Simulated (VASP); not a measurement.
# SrTiO3 (Pm-3m) in VASP: further runs, part 2 of 2

VASP 6.6.1.

### 6 Single point, PBE (strain +4.0%)

The input, INCAR:

```
SYSTEM = SrTiO3
PREC = Accurate
ENCUT = 520
EDIFF = 1E-6
ISMEAR = -1
SIGMA = 0.02
LREAL = .False.
LASPH = .True.
NELM = 100
ALGO = Normal
ISIF = 2
LWAVE = .False.
LCHARG = .True.
GGA = PE
LELF = .True.
LVHAR = .True.
NBANDS = 28
```

The input, KPOINTS:

```
Automatic mesh
0
Gamma
  6 6 6
  0 0 0
```

The input, POSCAR:

```
SrTiO3
1.0
    4.0631255616      0.0000000000      0.0000000000
    0.0000000000      4.0631255616      0.0000000000
    0.0000000000      0.0000000000      4.0631255616
Sr Ti O
1 1 3
Direct
    0.0000000000      0.0000000000      0.0000000000
    0.5000000000      0.5000000000      0.5000000000
    0.5000000000      0.5000000000      0.0000000000
    0.5000000000      0.0000000000      0.5000000000
    0.0000000000      0.5000000000      0.5000000000
```

Potentials or basis: VASP PAW PBE potentials, release 64 (Sr_sv, Ti_sv, O).

Command:

```sh
cat potpaw_PBE.64/Sr_sv/POTCAR potpaw_PBE.64/Ti_sv/POTCAR potpaw_PBE.64/O/POTCAR > POTCAR
mpirun -np 1 vasp_std > vasp.out
```

OUTCAR:

```text
SYSTEM = SrTiO3
   PREC = Accurate
   ENCUT = 520
   EDIFF = 1E-6
   ISMEAR = -1
   LREAL = .False.
   LASPH = .True.
   NELM = 100
   ISIF = 2
   GGA = PE

 ion  position               nearest neighbor table
   1  0.000  0.000  0.000-   3 2.87   4 2.87   5 2.87   4 2.87   5 2.87   3 2.87   5 2.87   5 2.87
                             3 2.87   4 2.87   4 2.87   3 2.87   2 3.52   2 3.52   2 3.52   2 3.52
   2  0.500  0.500  0.500-   3 2.03   4 2.03   5 2.03   3 2.03   4 2.03   5 2.03   1 3.52   1 3.52
                             1 3.52   1 3.52   1 3.52   1 3.52   1 3.52   1 3.52
   3  0.500  0.500  0.000-   2 2.03   2 2.03   1 2.87   1 2.87   1 2.87   1 2.87
   4  0.500  0.000  0.500-   2 2.03   2 2.03   1 2.87   1 2.87   1 2.87   1 2.87
   5  0.000  0.500  0.500-   2 2.03   2 2.03   1 2.87   1 2.87   1 2.87   1 2.87

  LATTYP: Found a simple cubic cell.
 ALAT       =     4.0631255616

  Lattice vectors:

 A1 = (   4.0631255616,   0.0000000000,   0.0000000000)
 A2 = (   0.0000000000,   4.0631255616,   0.0000000000)
 A3 = (   0.0000000000,   0.0000000000,   4.0631255616)

Analysis of symmetry for initial positions (statically):
=====================================================================
[... 175 lines left out ...]
 cond. band min:       4.8672266893   @ k =   0.0000   0.0000   0.0000
 fundamental gap:      1.6254738690
 Fermi energy:         3.7836087444

 k-point     1 :       0.0000    0.0000    0.0000
  band No.  band energies     occupation
      1     -53.6972      2.00000
      2     -29.9396      2.00000
      3     -29.8781      2.00000
      4     -29.8781      2.00000
      5     -29.8781      2.00000
      6     -13.7619      2.00000
[... 609 lines left out ...]
     27      10.3337      0.00000
     28      10.3337      0.00000

------------------------ aborting loop because EDIFF is reached ----------------------------------------

  FORCE on cell =-STRESS in cart. coord.  units (eV):
  Direction    XX          YY          ZZ          XY          YZ          ZX
  --------------------------------------------------------------------------------------
  -------------------------------------------------------------------------------------
  Total       -5.3071510     -5.3071510     -5.3071510      0.0000000      0.0000000     -0.0000000
  in kB     -126.7626453   -126.7626453   -126.7626453      0.0000000      0.0000000     -0.0000000
  external PRESSURE =    -126.7626453 kB  Pullay stress =       0.0000000 kB

 VOLUME and BASIS-vectors are now :
 -----------------------------------------------------------------------------
  energy-cutoff  :      520.00
  volume of cell :       67.08
      direct lattice vectors                 reciprocal lattice vectors
     4.063125562  0.000000000  0.000000000     0.246115948  0.000000000  0.000000000
     0.000000000  4.063125562  0.000000000     0.000000000  0.246115948  0.000000000
     0.000000000  0.000000000  4.063125562     0.000000000  0.000000000  0.246115948

 POSITION                                       TOTAL-FORCE (eV/Angst)
 -----------------------------------------------------------------------------------
      0.00000      0.00000      0.00000         0.000000      0.000000      0.000000
      2.03156      2.03156      2.03156         0.000000      0.000000      0.000000
      2.03156      2.03156      0.00000         0.000000      0.000000      0.000000
      2.03156      0.00000      2.03156         0.000000      0.000000      0.000000
      0.00000      2.03156      2.03156         0.000000      0.000000      0.000000
 -----------------------------------------------------------------------------------
    total drift:                                0.000000      0.000000     -0.000000

  FREE ENERGIE OF THE ION-ELECTRON SYSTEM (eV)
  ---------------------------------------------------
  free  energy   TOTEN  =       -39.8583541862 eV

  energy  without entropy=      -39.8583541862  energy(sigma->0) =      -39.85835419
```

OSZICAR:

```text
N       E                     dE             d eps       ncg     rms          rms(c)
DAV:   1     0.429289462018E+03    0.42929E+03   -0.21247E+04  1120   0.155E+03
DAV:   2    -0.233967947544E+01   -0.43163E+03   -0.41128E+03  1252   0.430E+02
DAV:   3    -0.484542030677E+02   -0.46115E+02   -0.45718E+02  1552   0.135E+02
DAV:   4    -0.506547813715E+02   -0.22006E+01   -0.21964E+01  1724   0.259E+01
DAV:   5    -0.507246348940E+02   -0.69854E-01   -0.69843E-01  1604   0.342E+00    0.233E+01
DAV:   6    -0.401736234878E+02    0.10551E+02   -0.58145E+01  1624   0.605E+01    0.129E+01
DAV:   7    -0.400837314777E+02    0.89892E-01   -0.11072E+01  1500   0.246E+01    0.925E+00
DAV:   8    -0.398490372675E+02    0.23469E+00   -0.90222E-01  1372   0.868E+00    0.498E+00
DAV:   9    -0.399119181334E+02   -0.62881E-01   -0.39536E-01  1584   0.560E+00    0.210E+00
DAV:  10    -0.398596175605E+02    0.52301E-01   -0.15750E-01  1264   0.411E+00    0.474E-01
DAV:  11    -0.398584860658E+02    0.11315E-02   -0.23960E-02  1404   0.108E+00    0.256E-01
DAV:  12    -0.398586261079E+02   -0.14004E-03   -0.42008E-03  1592   0.497E-01    0.172E-01
DAV:  13    -0.398583794424E+02    0.24667E-03   -0.49586E-04  1308   0.275E-01    0.890E-02
DAV:  14    -0.398583691593E+02    0.10283E-04   -0.12541E-04  1600   0.119E-01    0.349E-02
DAV:  15    -0.398583551894E+02    0.13970E-04   -0.32428E-05  1516   0.577E-02    0.146E-02
DAV:  16    -0.398583541601E+02    0.10294E-05   -0.14083E-05  1588   0.257E-02    0.246E-03
DAV:  17    -0.398583541862E+02   -0.26133E-07   -0.99435E-07   708   0.105E-02
   1 F= -.39858354E+02 E0= -.39858354E+02  d E =-.521424E-13
```

Wall time 82 s (1 thread of Intel Xeon 8259CL, shared host); peak memory 0.19 GiB.

What came out:

```
Free energy            : -39.8584 eV
Pressure               : -12.7 GPa
Band gap on the k mesh : 1.63 eV (least direct gap 2.03 eV)
```

Levels at points of the mesh, in eV from the valence-band top:
| k point | band 18 | band 19 | band 20 | band 21 | band 22 | band 23 |
| --- | --- | --- | --- | --- | --- | --- |
| (0.00, 0.00, 0.00) | -0.40 | -0.40 | -0.40 | 1.63 | 1.63 | 1.63 |
| (0.50, 0.00, 0.00) | -1.65 | -0.72 | -0.72 | 1.75 | 3.19 | 3.19 |
| (0.50, 0.50, 0.00) | -1.44 | -1.44 | -0.08 | 3.19 | 3.19 | 3.60 |
| (0.50, 0.50, 0.50) | 0.00 | 0.00 | 0.00 | 3.75 | 3.75 | 3.75 |

Caveat: the cell differs from its parent crystal (strain +4.0%); the cell stands under tension. A k mesh can miss the band edges.

### 7 The runs side by side

```csv
level,cell,k mesh,smearing,grid for exact exchange (PRECFOCK),share of exact exchange,screening parameter,gap on the mesh (eV),pressure (GPa)
HSE06,"a = 3.829 Å, 5 atoms",4 × 4 × 4,gaussian 0.01 eV,Fast,0.25,0.2079 1/Å,3.43,11.9
PBE,"a = 3.751 Å, 5 atoms",6 × 6 × 6,fermi-dirac 0.02 eV,-,-,-,2.06,34.9
PBE,"a = 3.790 Å, 5 atoms",6 × 6 × 6,fermi-dirac 0.02 eV,-,-,-,2.01,25.8
PBE,"a = 4.024 Å, 5 atoms",6 × 6 × 6,fermi-dirac 0.02 eV,-,-,-,1.68,-9.2
PBE,"a = 4.063 Å, 5 atoms",6 × 6 × 6,fermi-dirac 0.02 eV,-,-,-,1.63,-12.7
```

Alike in all rows: task single point; potentials or basis VASP PAW PBE potentials, release 64 (Sr_sv, Ti_sv, O); no spin polarisation; cutoff (eV) 520.

Caveats: the cell stands under pressure (at least some runs); the cell stands under tension (at least some runs); the PAW data sets were made with another functional, which shifts forces and pressure a little (at least some runs).

Absolute energies hang on the potentials; compare differences alone.
